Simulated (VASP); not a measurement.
# NaI in VASP: further runs

NaI is run at these levels: PBEsol; tasks: single point.

All numbers are computed with VASP 6.6.1; they aren't measurements. Logs are shortened: lines on timing, memory, paths and dates and some standing lists are left out, and cuts for length are marked.

**1. The cell of the first run**

It takes space group I4/mmm (No. 139, tetragonal). The conventional cell has a = 4.526 Å, b = 4.526 Å, c = 6.368 Å, α = 90.00°, β = 90.00°, γ = 90.00°. Na (site symmetry 4/mmm) has 6 I at 3.18 to 3.20 Å within 4.2 Å. I (site symmetry 4/mmm) has 6 Na at 3.18 to 3.20 Å within 4.2 Å.

**2. Single point, PBEsol (z stretched by -0.5 %, x and y held)**

Contents of INCAR:

```
SYSTEM = NaI
PREC     = Accurate       ! precision mode
ENCUT    = 520            ! plane-wave cutoff, eV
EDIFF    = 1E-6           ! SCF threshold, eV
ISMEAR   = 0              ! smearing method
SIGMA    = 0.01           ! smearing width, eV
LREAL    = .False.        ! projectors in reciprocal space
LASPH    = .True.         ! aspherical terms in the spheres
NELM     = 80             ! most SCF steps
ALGO     = Normal         ! electronic algorithm
ISIF     = 2              ! what is computed and relaxed
LWAVE    = .False.        ! write WAVECAR
LCHARG   = .False.        ! write CHGCAR
GGA      = PS             ! functional
NBANDS   = 14             ! bands
```

Contents of KPOINTS:

```
regular mesh
0
Gamma
  8 8 8
  0 0 0
```

Contents of POSCAR:

```
NaI
1.0
    0.0000000000      3.2002504140      3.1842491620
    3.2002504140      0.0000000000      3.1842491620
    3.2002504140      3.2002504140      0.0000000000
Na I
1 1
Direct
    0.0000000000      0.0000000000      0.0000000000
    0.5000000000      0.5000000000      0.5000000000
```

Potentials or basis: VASP PAW PBE potentials, release 64 (Na_pv, I).

On the command line:

```sh
$ cat potpaw_PBE.64/Na_pv/POTCAR potpaw_PBE.64/I/POTCAR > POTCAR
$ mpirun -np 1 vasp_std > vasp.out
```

OUTCAR:

```text
SYSTEM = NaI
   PREC = Accurate
   ENCUT = 520
   EDIFF = 1E-6
   ISMEAR = 0
   LREAL = .False.
   LASPH = .True.
   NELM = 80
   ISIF = 2
   GGA = PS

 ion  position               nearest neighbor table
   1  0.000  0.000  0.000-
   2  0.500  0.500  0.500-

  LATTYP: Found a body centered tetragonal cell.
 ALAT       =     4.5258375385
 C/A-ratio  =     1.4071424946

  Lattice vectors:

 A1 = (   0.0000000000,  -3.2002504140,  -3.1842491620)
 A2 = (   0.0000000000,   3.2002504140,  -3.1842491620)
 A3 = (   3.2002504140,   0.0000000000,   3.1842491620)

Analysis of symmetry for initial positions (statically):
=====================================================================
 Subroutine PRICEL returns:
 Original cell was already a primitive cell.

 Routine SETGRP: Setting up the symmetry group for a
 body centered tetragonal supercell.

 Subroutine GETGRP returns: Found 16 space group operations
 (whereof 16 operations were pure point group operations)
 out of a pool of 16 trial point group operations.

The static configuration has the point symmetry D_4h.

Analysis of symmetry for dynamics (positions and initial velocities):
=====================================================================
 Subroutine PRICEL returns:
 Original cell was already a primitive cell.

 Routine SETGRP: Setting up the symmetry group for a
 body centered tetragonal supercell.

 Subroutine GETGRP returns: Found 16 space group operations
 (whereof 16 operations were pure point group operations)
 out of a pool of 16 trial point group operations.

The dynamic configuration has the point symmetry D_4h.

 Subroutine INISYM returns: Found 16 space group operations
 (whereof 16 operations are pure point group operations),
 and found     1 'primitive' translations

----------------------------------------------------------------------------------------

                                     Primitive cell

  volume of cell :      65.2236

  direct lattice vectors                    reciprocal lattice vectors
     0.000000000  3.200250414  3.184249162    -0.156237774  0.156237774  0.157022888
     3.200250414  0.000000000  3.184249162     0.156237774 -0.156237774  0.157022888
     3.200250414  3.200250414  0.000000000     0.156237774  0.156237774 -0.157022888

  length of vectors
     4.514537123  4.514537123  4.525837538     0.271065806  0.271065806  0.271065806

  position of ions in fractional coordinates (direct lattice)
     0.000000000  0.000000000  0.000000000
     0.500000000  0.500000000  0.500000000

  ion indices of the primitive-cell ions
   primitive index   ion index
                 1           1
                 2           2

----------------------------------------------------------------------------------------

 KPOINTS: regular mesh

Automatic generation of k-mesh.
 Grid dimensions read from file:
 generate k-points for:    8    8    8

 Generating k-lattice:

  Cartesian coordinates                     Fractional coordinates (reciprocal lattice)
    -0.019529722  0.019529722  0.019627861     0.125000000  0.000000000  0.000000000
     0.019529722 -0.019529722  0.019627861     0.000000000  0.125000000  0.000000000
     0.019529722  0.019529722 -0.019627861     0.000000000  0.000000000  0.125000000

  Length of vectors
     0.033883226  0.033883226  0.033883226

  Shift w.r.t. Gamma in fractional coordinates (k-lattice)
     0.000000000  0.000000000  0.000000000

 Subroutine IBZKPT returns following result:
 ===========================================

 Found     59 irreducible k-points:

 Following reciprocal coordinates:
            Coordinates               Weight
  0.000000  0.000000  0.000000      1.000000
  0.125000  0.000000  0.000000      8.000000
  0.250000  0.000000  0.000000      8.000000
  0.375000  0.000000  0.000000      8.000000
  0.500000  0.000000  0.000000      4.000000
  0.125000  0.125000  0.000000      2.000000
[... 16 lines left out ...]
  0.250000  0.000000  0.125000     16.000000
  0.375000 -0.000000  0.125000     16.000000
 [... further k-points ...]
   k-points           NKPTS =     59   k-points in BZ     NKDIM =     59   number of bands    NBANDS=     14
   number of dos      NEDOS =    301   number of ions     NIONS =      2
   total plane-waves  NPLWV =  46656
   dimension x,y,z NGX =    36 NGY =   36 NGZ =   36
   dimension x,y,z NGXF=    72 NGYF=   72 NGZF=   72
   ions per type =               1   1
   NGX,Y,Z   is equivalent  to a cutoff of  13.26, 13.26, 13.22 a.u.
   NGXF,Y,Z  is equivalent  to a cutoff of  26.51, 26.51, 26.45 a.u.
 SYSTEM =  NaI
   PREC   = accura    normal or accurate (medium, high low for compatibility)
   ISTART =      0    job   : 0-new  1-cont  2-samecut
   ICHARG =      2    charge: 1-file 2-atom 10-const
   ISPIN  =      1    spin polarized calculation?
   LNONCOLLINEAR =      F non collinear calculations
   LSORBIT =      F    spin-orbit coupling
   LASPH  =      T    aspherical Exc in radial PAW
   ENCUT  =  520.0 eV  38.22 Ry    6.18 a.u.   8.39  8.39  8.42*2*pi/ulx,y,z
   NELM   =     80;   NELMIN=  2; NELMDL= -5     # of ELM steps
   EDIFF  = 0.1E-05   stopping-criterion for ELM
   LREAL  =      F    real-space projection
[... 7 lines left out ...]
   TEBEG  =    0.0;   TEEND  =   0.0 temperature during run
   PSTRESS=    0.0 pullay stress
   NELECT =      14.0000    total number of electrons
   NUPDOWN=      -1.0000    fix difference up-down
   EMIN   =  10.00;   EMAX   =-10.00  energy-range for DOS
   EFERMI =   0.00;   METHOD = LEGACY
   ISMEAR =     0;   SIGMA  =   0.01  broadening in eV -4-tet -1-fermi 0-gaus
   EFERMI_NEDOS =   21; number of points for ismear=-14 and -15
   IALGO  =     38    algorithm
   IMIX   =      4    mixing-type and parameters
     AMIX     =   0.40;   BMIX     =  1.00
     AMIX_MAG =   1.60;   BMIX_MAG =  1.00
  volume/ion in A,a.u.               =      32.61       220.08
  Fermi-wavevector in a.u.,A,eV,Ry     =   0.980203  1.852314 13.072439  0.960797
  Thomas-Fermi vector in A             =   2.111115
   LORBIT       =      0    0 simple, 1 ext, 2 COOP (PROOUT), +10 PAW based schemes
   GGA     = PS    functional components
   LHFCALC =     F    Hartree Fock is set to
   AEXX    =    0.0000 exact exchange contribution
   IVDW    =     0    specifies the selected vdW correction
   LEPSILON=     F    determine dielectric tensor
   LRPA    =     F    only Hartree local field effects (RPA)
 non-spin polarized calculation
 Gauss-broadening in eV      SIGMA  =   0.01
  energy-cutoff  :      520.00
  volume of cell :       65.22
 maximum number of plane-waves:      1807
 NGX is ok and might be reduce to    36
   NGX = 17   NGY = 17   NGZ = 17

 number of electron      14.0000000 magnetization

 Free energy of the ion-electron system (eV)
  ---------------------------------------------------
  ext. energy  EPLUGINS =         0.00000000
  ---------------------------------------------------
  free energy    TOTEN  =        -5.66951108 eV

  energy without entropy =       -5.66951108  energy(sigma->0) =       -5.66951108

 E-fermi :   1.0372     XC(G=0):  -8.0039

 val. band max:        0.9937214181   @ k =   0.0000   0.0000   0.0000
 cond. band min:       4.5985832623   @ k =   0.0000   0.0000   0.0000
 fundamental gap:      3.6048618442
 Fermi energy:         1.0371745635

 k-point     1 :       0.0000    0.0000    0.0000
  band No.  band energies     occupation
      1     -21.2122      2.00000
      2     -21.2122      2.00000
      3     -21.2120      2.00000
      4     -10.1692      2.00000
      5       0.9876      2.00000
      6       0.9937      2.00000
      7       0.9937      2.00000
      8       4.5986      0.00000
      9       8.8245      0.00000
     10       8.8245      0.00000
     11       8.8581      0.00000
     12      10.7421      0.00000
     13      10.8001      0.00000
     14      11.2531      0.00000

 k-point     2 :       0.1250    0.0000    0.0000
  band No.  band energies     occupation
      1     -21.2132      2.00000
      2     -21.2123      2.00000
      3     -21.2122      2.00000
      4     -10.1208      2.00000
      5       0.4865      2.00000
      6       0.9414      2.00000
      7       0.9432      2.00000
      8       5.1461      0.00000
      9       8.4537      0.00000
     10       8.9849      0.00000
     11       9.0105      0.00000
     12      10.3111      0.00000
     13      10.3545      0.00000
     14      11.9045      0.00000

 k-point     3 :       0.2500    0.0000    0.0000
  band No.  band energies     occupation
      1     -21.2156      2.00000
      2     -21.2124      2.00000
      3     -21.2123      2.00000
      4      -9.9991      2.00000
      5      -0.4111      2.00000
      6       0.8274      2.00000
      7       0.8305      2.00000
      8       5.8818      0.00000
      9       8.4742      0.00000
     10       8.8937      0.00000
     11       8.9354      0.00000
     12      10.5274      0.00000
     13      10.5368      0.00000
     14      11.4466      0.00000
[... 324 lines left out ...]
 k-point    23 :       0.2500    0.0000    0.1250
  band No.  band energies     occupation
      1     -21.2148      2.00000
      2     -21.2127      2.00000
      3     -21.2125      2.00000
      4     -10.0098      2.00000
      5      -0.1836      2.00000
      6       0.7154      2.00000
      7       0.7380      2.00000
      8       6.0764      0.00000
      9       7.8148      0.00000
     10       8.6390      0.00000
     11       9.4284      0.00000
     12       9.9769      0.00000
     13      11.1371      0.00000
     14      12.4946      0.00000

 k-point    24 :       0.3750   -0.0000    0.1250
  band No.  band energies     occupation
      1     -21.2171      2.00000
      2     -21.2129      2.00000
      3     -21.2128      2.00000
      4      -9.8834      2.00000
      5      -0.8732      2.00000
      6       0.5652      2.00000
      7       0.6153      2.00000
      8       6.3827      0.00000
      9       8.0528      0.00000
     10       8.5290      0.00000
     11       9.0846      0.00000
     12      11.1028      0.00000
     13      12.0960      0.00000
     14      12.2021      0.00000

 [... further k-points ...]
[... 5 lines left out ...]
  --------------------------------------------------------------------------------------
  -------------------------------------------------------------------------------------
  Total        0.0412274      0.0412274      0.1023510      0.0000000      0.0000000     -0.0000000
  in kB        1.0127240      1.0127240      2.5141879      0.0000000      0.0000000     -0.0000000
  external PRESSURE =       1.5132119 kB  Pullay stress =       0.0000000 kB

 VOLUME and BASIS-vectors are now :
 -----------------------------------------------------------------------------
  energy-cutoff  :      520.00
  volume of cell :       65.22
      direct lattice vectors                 reciprocal lattice vectors
     0.000000000  3.200250414  3.184249162    -0.156237774  0.156237774  0.157022888
     3.200250414  0.000000000  3.184249162     0.156237774 -0.156237774  0.157022888
     3.200250414  3.200250414  0.000000000     0.156237774  0.156237774 -0.157022888

 POSITION                                       TOTAL-FORCE (eV/Angst)
 -----------------------------------------------------------------------------------
      0.00000      0.00000      0.00000         0.000000     -0.000000      0.000000
      3.20025      3.20025      3.18425        -0.000000      0.000000     -0.000000
 -----------------------------------------------------------------------------------
    total drift:                                0.000000      0.000000      0.000000

  FREE ENERGIE OF THE ION-ELECTRON SYSTEM (eV)
  ---------------------------------------------------
  free  energy   TOTEN  =        -5.6695110803 eV

  energy  without entropy=       -5.6695110803  energy(sigma->0) =       -5.66951108
```

Run time: 65 s. Hardware: 1 thread of Intel Xeon 8259CL, shared host; peak memory 0.23 GiB.

What came out:

* Free energy: -5.6695 eV
* Pressure: 0.2 GPa
* Band gap on the k mesh: 3.60 eV

Caveat: the cell differs from its parent crystal (z stretched by -0.5 %, x and y held); the PAW data sets were made with another functional, which shifts forces and pressure a little; spin-orbit coupling is left out, which moves the levels of the heavy elements.

[end of part 1 of 2]
